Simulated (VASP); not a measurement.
# Mn3IrN in VASP: single point with r2SCAN

Aim: the single point of Mn3IrN with r2SCAN.

Program: VASP 6.6.1. These are calculated values, not measurements. Logs are shortened: lines on timing, memory, paths and dates and some standing lists are left out, and cuts for length are marked.

**1. The cell of the first run**

The cell holds a disordered packing, 10 atoms: a = 4.939 Å, b = 5.643 Å, c = 5.218 Å, α = 100.68°, β = 70.57°, γ = 97.55°.

**2. Single point, r2SCAN**

Input file POSCAR:

```
Mn3IrN
1.0
    4.8294950000     -0.0669540000      1.0313240000
   -0.4801110000      5.5425440000     -0.9429900000
    0.6691610000     -0.0464240000      5.1746170000
Ir Mn N
2 6 2
Direct
    0.5461600000      0.6643160000      0.2913660000
    0.9140600000      0.0140080000      0.1444230000
    0.9327570000      0.4246220000      0.4327650000
    0.6528410000      0.7482780000      0.7916890000
    0.3091530000      0.3907480000      0.9624980000
    0.1588450000      0.6996800000      0.7549000000
    0.4075710000      0.0647460000      0.1854970000
    0.8163960000      0.3418010000      0.9195930000
    0.9852650000      0.9150760000      0.4899530000
    0.1632140000      0.7185220000      0.2136580000
```

Input file INCAR.step1:

```
SYSTEM = Mn3IrN
PREC = Accurate
ENCUT = 520
ISMEAR = -5
SIGMA = 0.0593
LREAL = .False.
LASPH = .True.
NELM = 100
LMAXMIX = 4
GGA = PE
ALGO = Normal
EDIFF = 1E-4
LWAVE = .True.
LCHARG = .False.
```

Input file INCAR.step2:

```
SYSTEM = Mn3IrN
PREC = Accurate
ENCUT = 520
EDIFF = 1E-7
ISMEAR = 1
SIGMA = 0.0593
LREAL = .False.
LASPH = .True.
NELM = 100
ALGO = Normal
ISIF = 2
LWAVE = .False.
LCHARG = .False.
LMAXMIX = 4
METAGGA = R2SCAN
LMIXTAU = .True.
LORBIT = 10
ISTART = 1
```

Input file KPOINTS:

```
Automatic mesh
0
Gamma
  4 3 4
  0 0.5 0.5
```

Potentials or basis: VASP PAW PBE potentials, release 64 (Ir, Mn_pv, N).

The run is started by

```
$ cat potpaw_PBE.64/Ir/POTCAR potpaw_PBE.64/Mn_pv/POTCAR potpaw_PBE.64/N/POTCAR > POTCAR
$ cp INCAR.step1 INCAR
$ mpirun -np 1 vasp_std > vasp.out
$ cp INCAR.step2 INCAR
$ mpirun -np 1 vasp_std > vasp.out
```

OUTCAR:

```text
SYSTEM = Mn3IrN
   PREC = Accurate
   ENCUT = 520
   EDIFF = 1E-7
   ISMEAR = 1
   LREAL = .False.
   LASPH = .True.
   NELM = 100
   ISIF = 2
   METAGGA = R2SCAN
   LORBIT = 10
   ISTART = 1

 ion  position               nearest neighbor table
   1  0.546  0.664  0.291-  10 2.13   6 2.53   8 2.54   2 2.54   5 2.56   4 2.60   7 2.65   4 2.78
                             3 2.83   3 3.06
   2  0.914  0.014  0.144-   9 2.13  10 2.34   7 2.49   7 2.49   6 2.52   3 2.53   8 2.54   1 2.54
                             4 2.71   5 2.77
   3  0.933  0.425  0.433-  10 2.17   6 2.51   2 2.53   5 2.53   8 2.53   4 2.54   1 2.83   8 2.86
                             1 3.06   7 3.09
   4  0.653  0.748  0.792-   9 2.12   6 2.49   6 2.49   3 2.54   7 2.54   5 2.55   1 2.60   2 2.71
                             1 2.78   8 2.79
   5  0.309  0.391  0.962-  10 2.12   8 2.49   8 2.49   6 2.52   7 2.53   3 2.53   4 2.55   1 2.56
                             2 2.77
   6  0.159  0.700  0.755-  10 2.38   9 2.41   4 2.49   4 2.49   3 2.51   2 2.52   5 2.52   1 2.53
                             8 2.54
   7  0.408  0.065  0.185-  10 2.16   9 2.33   2 2.49   2 2.49   5 2.53   4 2.54   8 2.56   1 2.65
                             3 3.09
   8  0.816  0.342  0.920-   5 2.49   5 2.49   3 2.53   2 2.54   6 2.54   1 2.54   7 2.56   4 2.79
                             3 2.86
   9  0.985  0.915  0.490-  10 1.70   4 2.12   2 2.13   7 2.33   6 2.41
  10  0.163  0.719  0.214-   9 1.70   5 2.12   1 2.13   7 2.16   3 2.17   2 2.34   6 2.38

  LATTYP: Found a triclinic cell.
 ALAT       =     4.9388393359
 B/A-ratio  =     2.2735300397
 C/A-ratio  =     2.6420437679
 COS(alpha) =     0.0062680462
 COS(beta)  =     0.5876765562
 COS(gamma) =     0.7911653094

  Lattice vectors:

 A1 = (  -4.8294950000,   0.0669540000,  -1.0313240000)
 A2 = (  -9.4699400000,   5.6300280000,   2.1689790000)
 A3 = (  -5.6877060000,  -5.3827420000, -10.4375680000)

Analysis of symmetry for initial positions (statically):
=====================================================================
 Subroutine PRICEL returns:
 Original cell was already a primitive cell.

 Routine SETGRP: Setting up the symmetry group for a
 triclinic supercell.

 Subroutine GETGRP returns: Found  1 space group operations
 (whereof  1 operations were pure point group operations)
 out of a pool of  2 trial point group operations.

The static configuration has the point symmetry C_1 .

Analysis of symmetry for dynamics (positions and initial velocities):
=====================================================================
 Subroutine PRICEL returns:
 Original cell was already a primitive cell.

 Routine SETGRP: Setting up the symmetry group for a
 triclinic supercell.

 Subroutine GETGRP returns: Found  1 space group operations
 (whereof  1 operations were pure point group operations)
 out of a pool of  2 trial point group operations.

The dynamic configuration has the point symmetry C_1 .

 Subroutine INISYM returns: Found  1 space group operations
 (whereof  1 operations are pure point group operations),
 and found     1 'primitive' translations

----------------------------------------------------------------------------------------

                                     Primitive cell

  volume of cell :     134.3750

  direct lattice vectors                    reciprocal lattice vectors
     4.829495000 -0.066954000  1.031324000     0.213110843  0.013792586 -0.027434911
    -0.480111000  5.542544000 -0.942990000     0.002222014  0.180842188  0.001335081
     0.669161000 -0.046424000  5.174617000    -0.042069005  0.030206632  0.198962213

  length of vectors
     4.938839336  5.642652807  5.217910763     0.215311730  0.180860766  0.205592325

  position of ions in fractional coordinates (direct lattice)
     0.546160000  0.664316000  0.291366000
     0.914060000  0.014008000  0.144423000
     0.932757000  0.424622000  0.432765000
     0.652841000  0.748278000  0.791689000
     0.309153000  0.390748000  0.962498000
     0.158845000  0.699680000  0.754900000
     0.407571000  0.064746000  0.185497000
     0.816396000  0.341801000  0.919593000
     0.985265000  0.915076000  0.489953000
     0.163214000  0.718522000  0.213658000
[... 33 lines left out ...]
     0.000000000  0.500000000  0.500000000

 Subroutine IBZKPT returns following result:
 ===========================================

 Found     24 irreducible k-points:

 Following reciprocal coordinates:
            Coordinates               Weight
 -0.000000  0.166667  0.125000      2.000000
  0.250000  0.166667  0.125000      2.000000
  0.500000  0.166667  0.125000      2.000000
 -0.250000  0.166667  0.125000      2.000000
  0.000000  0.500000  0.125000      2.000000
  0.250000  0.500000  0.125000      2.000000
[... 16 lines left out ...]
  0.500000 -0.166667  0.375000      2.000000
 -0.250000 -0.166667  0.375000      2.000000
   k-points           NKPTS =     24   k-points in BZ     NKDIM =     24   number of bands    NBANDS=     63
   number of dos      NEDOS =    301   number of ions     NIONS =     10
   total plane-waves  NPLWV =  67200
   dimension x,y,z NGX =    40 NGY =   42 NGZ =   40
   dimension x,y,z NGXF=    80 NGYF=   84 NGZF=   80
   ions per type =               2   6   2
   NGX,Y,Z   is equivalent  to a cutoff of  13.46, 12.37, 12.74 a.u.
   NGXF,Y,Z  is equivalent  to a cutoff of  26.93, 24.75, 25.49 a.u.
 SYSTEM =  Mn3IrN
   PREC   = accura    normal or accurate (medium, high low for compatibility)
   ISTART =      1    job   : 0-new  1-cont  2-samecut
   ICHARG =      0    charge: 1-file 2-atom 10-const
   ISPIN  =      1    spin polarized calculation?
   LNONCOLLINEAR =      F non collinear calculations
   LSORBIT =      F    spin-orbit coupling
   LASPH  =      T    aspherical Exc in radial PAW
   ENCUT  =  520.0 eV  38.22 Ry    6.18 a.u.   9.18 10.49  9.70*2*pi/ulx,y,z
   NELM   =    100;   NELMIN=  2; NELMDL=  0     # of ELM steps
   EDIFF  = 0.1E-06   stopping-criterion for ELM
   LREAL  =      F    real-space projection
   EDIFFG = 0.1E-05   stopping-criterion for IOM
   NSW    =      0    number of steps for IOM
   IBRION =     -1    ionic relax: 0-MD 1-quasi-New 2-CG
   NFREE  =      0    steps in history (QN), initial steepest desc. (CG)
   ISIF   =      2    stress and relaxation
   ISYM   =      2    0-nonsym 1-usesym 2-fastsym
   POTIM  = 0.5000    time-step for ionic-motion
   TEBEG  =    0.0;   TEEND  =   0.0 temperature during run
   PSTRESS=    0.0 pullay stress
   NELECT =     106.0000    total number of electrons
   NUPDOWN=      -1.0000    fix difference up-down
   EMIN   =  10.00;   EMAX   =-10.00  energy-range for DOS
   EFERMI =   0.00;   METHOD = LEGACY
   ISMEAR =     1;   SIGMA  =   0.06  broadening in eV -4-tet -1-fermi 0-gaus
   EFERMI_NEDOS =   21; number of points for ismear=-14 and -15
   IALGO  =     38    algorithm
   IMIX   =      4    mixing-type and parameters
     AMIX     =   0.40;   BMIX     =  1.00
     AMIX_MAG =   1.60;   BMIX_MAG =  1.00
  volume/ion in A,a.u.               =      13.44        90.68
  Fermi-wavevector in a.u.,A,eV,Ry     =   1.512646  2.858487 31.131464  2.288098
  Thomas-Fermi vector in A             =   2.622543
   LORBIT       =     10    0 simple, 1 ext, 2 COOP (PROOUT), +10 PAW based schemes
   METAGGA = R2SCAN    functional components
   LHFCALC =     F    Hartree Fock is set to
   AEXX    =    0.0000 exact exchange contribution
   IVDW    =     0    specifies the selected vdW correction
   LEPSILON=     F    determine dielectric tensor
   LRPA    =     F    only Hartree local field effects (RPA)
 non-spin polarized calculation
 Methfessel and Paxton  Order N= 1 SIGMA  =   0.06
  energy-cutoff  :      520.00
  volume of cell :      134.37
 maximum number of plane-waves:      3632
 NGX is ok and might be reduce to    40
   NGX = 19   NGY = 21   NGZ = 19

 number of electron     106.0000015 magnetization

 Free energy of the ion-electron system (eV)
  ---------------------------------------------------
  ext. energy  EPLUGINS =         0.00000000
  ---------------------------------------------------
  free energy    TOTEN  =      -198.62037555 eV

  energy without entropy =     -198.62174932  energy(sigma->0) =     -198.62083347

 E-fermi :   7.1646     XC(G=0): -13.2686

 val. band max:        7.1542163266   @ k =   0.0000   0.5000   0.3750
 cond. band min:       7.1650747055   @ k =   0.0000  -0.1667   0.1250
 fundamental gap:      0.0108583789
 Fermi energy:         7.1645631411

 k-point     1 :      -0.0000    0.1667    0.1250
  band No.  band energies     occupation
      1     -42.9974      2.00000
      2     -42.9496      2.00000
      3     -42.9094      2.00000
      4     -42.8947      2.00000
      5     -42.8687      2.00000
      6     -42.8358      2.00000
[... 1573 lines left out ...]
     62       8.1675     -0.00000
     63       8.2413     -0.00000

------------------------ aborting loop because EDIFF is reached ----------------------------------------

  FORCE on cell =-STRESS in cart. coord.  units (eV):
  Direction    XX          YY          ZZ          XY          YZ          ZX
  --------------------------------------------------------------------------------------
  -------------------------------------------------------------------------------------
  Total      -12.1448094    -21.6619050    -22.3260586     -1.1616079      4.3227401      2.0369411
  in kB     -144.8047727   -258.2788355   -266.1976598    -13.8500628     51.5408165     24.2868197
  external PRESSURE =    -223.0937560 kB  Pullay stress =       0.0000000 kB

 VOLUME and BASIS-vectors are now :
 -----------------------------------------------------------------------------
  energy-cutoff  :      520.00
  volume of cell :      134.37
      direct lattice vectors                 reciprocal lattice vectors
     4.829495000 -0.066954000  1.031324000     0.213110843  0.013792586 -0.027434911
    -0.480111000  5.542544000 -0.942990000     0.002222014  0.180842188  0.001335081
     0.669161000 -0.046424000  5.174617000    -0.042069005  0.030206632  0.198962213

 POSITION                                       TOTAL-FORCE (eV/Angst)
 -----------------------------------------------------------------------------------
      2.51370      3.63191      1.44453        -0.874482     -1.752394      0.454037
      4.50437      0.00974      1.67682        -0.445178      0.653823     -0.486400
      4.59047      2.27094      2.80095        -0.101006      1.213696     -0.646803
      3.32340      4.06690      4.06436         1.025389      0.631849     -0.620765
      1.94952      2.10036      4.93092        -0.563231      0.672783      0.549618
      0.93637      3.83233      3.41035         0.229187     -0.530832      0.354629
      2.06140      0.32296      1.31916        -0.245561     -0.200721     -0.057871
      4.39403      1.79709      5.27820        -0.314013      0.295529     -0.374851
      4.64685      4.98314      2.68854         0.153909     -0.621422      0.573784
      0.58624      3.96159      0.59637         1.134987     -0.362311      0.254622
 -----------------------------------------------------------------------------------
    total drift:                                0.007533     -0.067942      0.020122

  FREE ENERGIE OF THE ION-ELECTRON SYSTEM (eV)
  ---------------------------------------------------
  free  energy   TOTEN  =      -198.6203755474 eV

  energy  without entropy=     -198.6217493187  energy(sigma->0) =     -198.62083347

 total charge

# of ion       s       p       d       tot
------------------------------------------
    1        0.705   0.612   6.987   8.304
    2        0.757   0.710   6.976   8.443
    3        0.337   6.249   5.063  11.649
    4        0.372   6.297   5.073  11.742
    5        0.364   6.289   5.086  11.738
    6        0.374   6.270   5.090  11.735
    7        0.347   6.264   5.084  11.695
    8        0.396   6.292   5.039  11.726
    9        1.324   2.181   0.000   3.505
   10        1.295   2.269   0.000   3.564
--------------------------------------------------
tot          6.270  43.432  44.399  94.101
```

Run time: 22 min. Hardware: 1 thread of Intel Xeon Platinum 8259CL at 2.50GHz (Skylake/Cascade Lake), shared host; peak memory 0.37 GiB.

Results:

| Property | Result |
| --- | --- |
| Free energy | -198.6204 eV |
| Pressure | -22.3 GPa |
| Largest force | 2.010 eV/Å |
| Band gap on the k mesh | zero (bands 53 and 54 overlap by 0.16 eV) |
| Valence electrons inside the program's atomic spheres | Ir 8.30, 8.44; Mn 11.65, 11.74, 11.73, 11.70 (each value once); N 3.50, 3.56 |

Forces in eV/Å, atoms in the order of the input:
```
Ir  -0.874 -1.752  0.454
Ir  -0.445  0.654 -0.486
Mn  -0.101  1.214 -0.647
Mn   1.025  0.632 -0.621
Mn  -0.563  0.673  0.550
Mn   0.229 -0.531  0.355
Mn  -0.246 -0.201 -0.058
Mn  -0.314  0.296 -0.375
N    0.154 -0.621  0.574
N    1.135 -0.362  0.255
```

Caveat: the k points lie up to 0.38 Å⁻¹ apart; the PAW data sets were made with another functional, which shifts forces and pressure a little; spin-orbit coupling is left out, which moves the levels of the heavy elements; the run has no spin polarisation, though such a crystal can be magnetic. With open d or f shells a metallic result of r2SCAN can be an artefact of self-interaction; +U or a hybrid may open a gap.
